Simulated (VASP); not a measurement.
# Ba2C (fluorite type) (Fm-3m) in VASP: single point with PBE

Aim: the single point of Ba2C (fluorite type) with PBE.

All numbers are computed with VASP 6.6.1; they aren't measurements. Logs are shortened: lines on timing, memory, paths and dates and some standing lists are left out, and cuts for length are marked.

### Step 1. The cell of the first run

Symmetry: Fm-3m, No. 225, cubic system. The conventional cell has a = 7.039 Å, b = 7.039 Å, c = 7.039 Å, α = 90.00°, β = 90.00°, γ = 90.00°. C (site symmetry m-3m) has 8 Ba at 3.05 Å within 4.0 Å. Within 4.0 Å of Ba (site symmetry -43m) lie 4 C at 3.05 Å and 6 Ba at 3.52 Å.

### Step 2. Single point, PBE

INCAR

```
SYSTEM = Ba2C
PREC = Accurate ; ENCUT = 910
EDIFF = 1E-6 ; ISMEAR = -1
SIGMA = 0.05 ; LREAL = .False.
LASPH = .True. ; NELM = 120
ALGO = Normal ; ISIF = 2
LWAVE = .False. ; LCHARG = .False.
GGA = PE ; NBANDS = 19
GGA_COMPAT = .False.
```

KPOINTS

```
regular mesh
0
Gamma
  10 10 10
  0 0 0
```

POSCAR

```
Ba2C
1.0
    0.0000000000      3.5195247499      3.5195247499
    3.5195247499      0.0000000000      3.5195247499
    3.5195247499      3.5195247499      0.0000000000
C Ba
1 2
Direct
    0.0000000000      0.0000000000      0.0000000000
    0.2500000000      0.2500000000      0.2500000000
    0.7500000000      0.7500000000      0.7500000000
```

Potentials or basis: VASP PAW PBE potentials, release 64 (C_h, Ba_sv).

Run with:

```
> cat potpaw_PBE.64/C_h/POTCAR potpaw_PBE.64/Ba_sv/POTCAR > POTCAR
> mpirun -np 1 vasp_std > vasp.out
```

OUTCAR:

```text
SYSTEM = Ba2C
   PREC = Accurate
   ENCUT = 910
   EDIFF = 1E-6
   ISMEAR = -1
   LREAL = .False.
   LASPH = .True.
   NELM = 120
   ISIF = 2
   GGA = PE

 ion  position               nearest neighbor table
   1  0.000  0.000  0.000-   3 3.05   3 3.05   3 3.05   2 3.05   2 3.05   2 3.05   3 3.05   2 3.05

   2  0.250  0.250  0.250-   1 3.05   1 3.05   1 3.05   1 3.05   3 3.52   3 3.52   3 3.52   3 3.52
                             3 3.52   3 3.52
   3  0.750  0.750  0.750-   1 3.05   1 3.05   1 3.05   1 3.05   2 3.52   2 3.52   2 3.52   2 3.52
                             2 3.52   2 3.52

  LATTYP: Found a face centered cubic cell.
 ALAT       =     7.0390494998

  Lattice vectors:

 A1 = (   0.0000000000,   3.5195247499,   3.5195247499)
 A2 = (   3.5195247499,   0.0000000000,   3.5195247499)
 A3 = (   3.5195247499,   3.5195247499,   0.0000000000)

Analysis of symmetry for initial positions (statically):
=====================================================================
 Subroutine PRICEL returns:
 Original cell was already a primitive cell.

 Routine SETGRP: Setting up the symmetry group for a
 face centered cubic supercell.

 Subroutine GETGRP returns: Found 48 space group operations
 (whereof 48 operations were pure point group operations)
 out of a pool of 48 trial point group operations.

The static configuration has the point symmetry O_h .

Analysis of symmetry for dynamics (positions and initial velocities):
=====================================================================
 Subroutine PRICEL returns:
 Original cell was already a primitive cell.

 Routine SETGRP: Setting up the symmetry group for a
 face centered cubic supercell.

 Subroutine GETGRP returns: Found 48 space group operations
 (whereof 48 operations were pure point group operations)
 out of a pool of 48 trial point group operations.

The dynamic configuration has the point symmetry O_h .

 Subroutine INISYM returns: Found 48 space group operations
 (whereof 48 operations are pure point group operations),
 and found     1 'primitive' translations

----------------------------------------------------------------------------------------

                                     Primitive cell

  volume of cell :      87.1931

  direct lattice vectors                    reciprocal lattice vectors
     0.000000000  3.519524750  3.519524750    -0.142064635  0.142064635  0.142064635
     3.519524750  0.000000000  3.519524750     0.142064635 -0.142064635  0.142064635
     3.519524750  3.519524750  0.000000000     0.142064635  0.142064635 -0.142064635

  length of vectors
     4.977359634  4.977359634  4.977359634     0.246063166  0.246063166  0.246063166

  position of ions in fractional coordinates (direct lattice)
     0.000000000  0.000000000  0.000000000
     0.250000000  0.250000000  0.250000000
     0.750000000  0.750000000  0.750000000

  ion indices of the primitive-cell ions
   primitive index   ion index
                 1           1
                 2           2
                 3           3

----------------------------------------------------------------------------------------

 KPOINTS: regular mesh

Automatic generation of k-mesh.
 Grid dimensions read from file:
 generate k-points for:   10   10   10

 Generating k-lattice:

  Cartesian coordinates                     Fractional coordinates (reciprocal lattice)
    -0.014206464  0.014206464  0.014206464     0.100000000  0.000000000  0.000000000
     0.014206464 -0.014206464  0.014206464     0.000000000  0.100000000  0.000000000
     0.014206464  0.014206464 -0.014206464     0.000000000  0.000000000  0.100000000

  Length of vectors
     0.024606317  0.024606317  0.024606317

  Shift w.r.t. Gamma in fractional coordinates (k-lattice)
     0.000000000  0.000000000  0.000000000

 Subroutine IBZKPT returns following result:
 ===========================================

 Found     47 irreducible k-points:

 Following reciprocal coordinates:
            Coordinates               Weight
  0.000000  0.000000  0.000000      1.000000
  0.100000  0.000000  0.000000      8.000000
  0.200000  0.000000  0.000000      8.000000
  0.300000  0.000000  0.000000      8.000000
  0.400000  0.000000  0.000000      8.000000
  0.500000  0.000000  0.000000      4.000000
[... 16 lines left out ...]
  0.300000  0.300000  0.000000      6.000000
  0.400000  0.300000  0.000000     24.000000
 [... further k-points ...]
   k-points           NKPTS =     47   k-points in BZ     NKDIM =     47   number of bands    NBANDS=     19
   number of dos      NEDOS =    301   number of ions     NIONS =      3
   total plane-waves  NPLWV = 125000
   dimension x,y,z NGX =    50 NGY =   50 NGZ =   50
   dimension x,y,z NGXF=   100 NGYF=  100 NGZF=  100
   ions per type =               1   2
   NGX,Y,Z   is equivalent  to a cutoff of  16.70, 16.70, 16.70 a.u.
   NGXF,Y,Z  is equivalent  to a cutoff of  33.40, 33.40, 33.40 a.u.
 SYSTEM =  Ba2C
   PREC   = accura    normal or accurate (medium, high low for compatibility)
   ISTART =      0    job   : 0-new  1-cont  2-samecut
   ICHARG =      2    charge: 1-file 2-atom 10-const
   ISPIN  =      1    spin polarized calculation?
   LNONCOLLINEAR =      F non collinear calculations
   LSORBIT =      F    spin-orbit coupling
   LASPH  =      T    aspherical Exc in radial PAW
   ENCUT  =  910.0 eV  66.88 Ry    8.18 a.u.  12.24 12.24 12.24*2*pi/ulx,y,z
   NELM   =    120;   NELMIN=  2; NELMDL= -5     # of ELM steps
   EDIFF  = 0.1E-05   stopping-criterion for ELM
   LREAL  =      F    real-space projection
   EDIFFG = 0.1E-04   stopping-criterion for IOM
   NSW    =      0    number of steps for IOM
   IBRION =     -1    ionic relax: 0-MD 1-quasi-New 2-CG
   NFREE  =      0    steps in history (QN), initial steepest desc. (CG)
   ISIF   =      2    stress and relaxation
   ISYM   =      2    0-nonsym 1-usesym 2-fastsym
   POTIM  = 0.5000    time-step for ionic-motion
   TEBEG  =    0.0;   TEEND  =   0.0 temperature during run
   PSTRESS=    0.0 pullay stress
   NELECT =      24.0000    total number of electrons
   NUPDOWN=      -1.0000    fix difference up-down
   EMIN   =  10.00;   EMAX   =-10.00  energy-range for DOS
   EFERMI =   0.00;   METHOD = LEGACY
   ISMEAR =    -1;   SIGMA  =   0.05  broadening in eV -4-tet -1-fermi 0-gaus
   EFERMI_NEDOS =   21; number of points for ismear=-14 and -15
   IALGO  =     38    algorithm
   IMIX   =      4    mixing-type and parameters
     AMIX     =   0.40;   BMIX     =  1.00
     AMIX_MAG =   1.60;   BMIX_MAG =  1.00
  volume/ion in A,a.u.               =      29.06       196.14
  Fermi-wavevector in a.u.,A,eV,Ry     =   1.064922  2.012411 15.429814  1.134059
  Thomas-Fermi vector in A             =   2.200457
   LORBIT       =      0    0 simple, 1 ext, 2 COOP (PROOUT), +10 PAW based schemes
   GGA     = PE    functional components
   LHFCALC =     F    Hartree Fock is set to
   AEXX    =    0.0000 exact exchange contribution
   IVDW    =     0    specifies the selected vdW correction
   LEPSILON=     F    determine dielectric tensor
   LRPA    =     F    only Hartree local field effects (RPA)
 non-spin polarized calculation
  energy-cutoff  :      910.00
  volume of cell :       87.19
 maximum number of plane-waves:      5521
 NGX is ok and might be reduce to    50
   NGX = 25   NGY = 25   NGZ = 25

 number of electron      24.0000000 magnetization

 Free energy of the ion-electron system (eV)
  ---------------------------------------------------
  ext. energy  EPLUGINS =         0.00000000
  ---------------------------------------------------
  free energy    TOTEN  =       -10.80310864 eV

  energy without entropy =      -10.79682361  energy(sigma->0) =      -10.79996613

 E-fermi :   3.3801     XC(G=0):  -9.2226

 val. band max:        3.3385955600   @ k =   0.5000   0.4000   0.0000
 cond. band min:       3.4165227268   @ k =  -0.3000   0.3000   0.0000
 fundamental gap:      0.0779271669
 Fermi energy:         3.3801481594

 k-point     1 :       0.0000    0.0000    0.0000
  band No.  band energies     occupation
      1     -24.9461      2.00000
      2     -24.3309      2.00000
      3     -10.4707      2.00000
      4     -10.4707      2.00000
      5     -10.4707      2.00000
      6      -9.2829      2.00000
[... 11 lines left out ...]
     18       7.8110      0.00000
     19      10.6114      0.00000

 k-point     2 :       0.1000    0.0000    0.0000
  band No.  band energies     occupation
      1     -24.9309      2.00000
      2     -24.3458      2.00000
      3     -10.4596      2.00000
      4     -10.4498      2.00000
      5     -10.4498      2.00000
      6      -9.3547      2.00000
[... 11 lines left out ...]
     18       7.7524      0.00000
     19      10.5063      0.00000

 k-point     3 :       0.2000    0.0000    0.0000
  band No.  band energies     occupation
      1     -24.8869      2.00000
      2     -24.3891      2.00000
      3     -10.4266      2.00000
      4     -10.3873      2.00000
      5     -10.3873      2.00000
      6      -9.5363      2.00000
[... 11 lines left out ...]
     18       7.5407      0.00000
     19      10.2688      0.00000

 k-point     4 :       0.3000    0.0000    0.0000
  band No.  band energies     occupation
      1     -24.8185      2.00000
      2     -24.4568      2.00000
      3     -10.3712      2.00000
      4     -10.2843      2.00000
      5     -10.2843      2.00000
      6      -9.7585      2.00000
[... 11 lines left out ...]
     18       7.1654      0.00000
     19       9.4736      0.00000

 k-point     5 :       0.4000    0.0000    0.0000
  band No.  band energies     occupation
      1     -24.7324      2.00000
      2     -24.5422      2.00000
      3     -10.2924      2.00000
      4     -10.1441      2.00000
      5     -10.1441      2.00000
      6      -9.9615      2.00000
[... 11 lines left out ...]
     18       7.4952      0.00000
     19       8.2528      0.00000

 k-point     6 :       0.5000    0.0000    0.0000
  band No.  band energies     occupation
      1     -24.6374      2.00000
      2     -24.6370      2.00000
      3     -10.2238      2.00000
      4     -10.0754      2.00000
      5      -9.9857      2.00000
      6      -9.9857      2.00000
[... 11 lines left out ...]
     18       7.2786      0.00000
     19       7.2786      0.00000

 k-point     7 :       0.1000    0.1000    0.0000
  band No.  band energies     occupation
      1     -24.9263      2.00000
      2     -24.3502      2.00000
      3     -10.5013      2.00000
      4     -10.5013      2.00000
      5     -10.3394      2.00000
      6      -9.5135      2.00000
[... 11 lines left out ...]
     18       7.5866      0.00000
     19      10.6049      0.00000

 k-point     8 :       0.2000    0.1000    0.0000
  band No.  band energies     occupation
      1     -24.8931      2.00000
      2     -24.3825      2.00000
      3     -10.5157      2.00000
      4     -10.5071      2.00000
      5     -10.1977      2.00000
      6      -9.7512      2.00000
[... 256 lines left out ...]
 k-point    20 :      -0.4000    0.2000    0.0000
  band No.  band energies     occupation
      1     -24.6541      2.00000
      2     -24.6148      2.00000
      3     -10.8020      2.00000
      4     -10.4130      2.00000
      5     -10.2960      2.00000
      6      -9.7218      2.00000
[... 11 lines left out ...]
     18       7.8243      0.00000
     19       8.1126      0.00000

 k-point    21 :      -0.3000    0.2000    0.0000
  band No.  band energies     occupation
      1     -24.7330      2.00000
      2     -24.5377      2.00000
      3     -10.7898      2.00000
      4     -10.2444      2.00000
      5     -10.0948      2.00000
      6      -9.9209      2.00000
[... 11 lines left out ...]
     18       7.7841      0.00000
     19       8.1043      0.00000

 k-point    22 :      -0.2000    0.2000    0.0000
  band No.  band energies     occupation
      1     -24.8025      2.00000
      2     -24.4705      2.00000
      3     -10.7096      2.00000
      4     -10.1094      2.00000
      5     -10.0446      2.00000
      6     -10.0197      2.00000
[... 11 lines left out ...]
     18       8.1035      0.00000
     19       8.4134      0.00000

 k-point    23 :       0.3000    0.3000    0.0000
  band No.  band energies     occupation
      1     -24.8072      2.00000
      2     -24.4606      2.00000
      3     -10.6727      2.00000
      4     -10.6727      2.00000
      5     -10.6286      2.00000
      6      -9.5006      2.00000
[... 11 lines left out ...]
     18       6.8829      0.00000
     19       8.0050      0.00000

 k-point    24 :       0.4000    0.3000    0.0000
  band No.  band energies     occupation
      1     -24.7669      2.00000
      2     -24.4977      2.00000
      3     -10.8521      2.00000
      4     -10.6910      2.00000
      5     -10.6834      2.00000
      6      -9.2789      2.00000
[... 11 lines left out ...]
     18       7.3035      0.00000
     19       8.6753      0.00000

 [... further k-points ...]

------------------------ aborting loop because EDIFF is reached ----------------------------------------

  FORCE on cell =-STRESS in cart. coord.  units (eV):
  Direction    XX          YY          ZZ          XY          YZ          ZX
  --------------------------------------------------------------------------------------
  -------------------------------------------------------------------------------------
  Total        0.6445868      0.6445868      0.6445868      0.0000000     -0.0000000      0.0000000
  in kB       11.8443148     11.8443148     11.8443148      0.0000000     -0.0000000      0.0000000
  external PRESSURE =      11.8443148 kB  Pullay stress =       0.0000000 kB

 VOLUME and BASIS-vectors are now :
 -----------------------------------------------------------------------------
  energy-cutoff  :      910.00
  volume of cell :       87.19
      direct lattice vectors                 reciprocal lattice vectors
     0.000000000  3.519524750  3.519524750    -0.142064635  0.142064635  0.142064635
     3.519524750  0.000000000  3.519524750     0.142064635 -0.142064635  0.142064635
     3.519524750  3.519524750  0.000000000     0.142064635  0.142064635 -0.142064635

 POSITION                                       TOTAL-FORCE (eV/Angst)
 -----------------------------------------------------------------------------------
      0.00000      0.00000      0.00000         0.000000     -0.000000     -0.000000
      1.75976      1.75976      1.75976        -0.000000     -0.000000     -0.000000
      5.27929      5.27929      5.27929         0.000000      0.000000      0.000000
 -----------------------------------------------------------------------------------
    total drift:                               -0.000000      0.000000     -0.000000

  FREE ENERGIE OF THE ION-ELECTRON SYSTEM (eV)
  ---------------------------------------------------
  free  energy   TOTEN  =       -10.8031086421 eV

  energy  without entropy=      -10.7968236090  energy(sigma->0) =      -10.79996613
```

Wall time 2.4 min (1 thread of Intel Xeon Platinum 8488C (Sapphire Rapids), shared host); peak memory 0.44 GiB.

What came out:

- Free energy: -10.8031 eV
- Pressure: 1.2 GPa
- Band gap on the k mesh: zero (bands 12 and 13 overlap by 0.01 eV)

Levels at points of the mesh, in eV from the Fermi level:
```
           k point  band 9  band 10  band 11  band 12  band 13  band 14  band 15  band 16
(0.00, 0.00, 0.00)   -8.13    -1.92    -1.92    -1.92     0.07     0.23     0.23     4.43
(0.50, 0.00, 0.00)   -7.57    -0.76    -0.75    -0.75     1.24     2.23     2.23     3.87
(0.50, 0.50, 0.00)   -7.67    -1.65    -0.24     0.05     0.05     1.14     1.68     4.26
```

Caveat: the cutoff is under 1.25 times the usual one of these potentials, so pressure, stress and relaxed cells hold a basis-set (Pulay) error; spin-orbit coupling is left out, which moves the levels of the heavy elements.
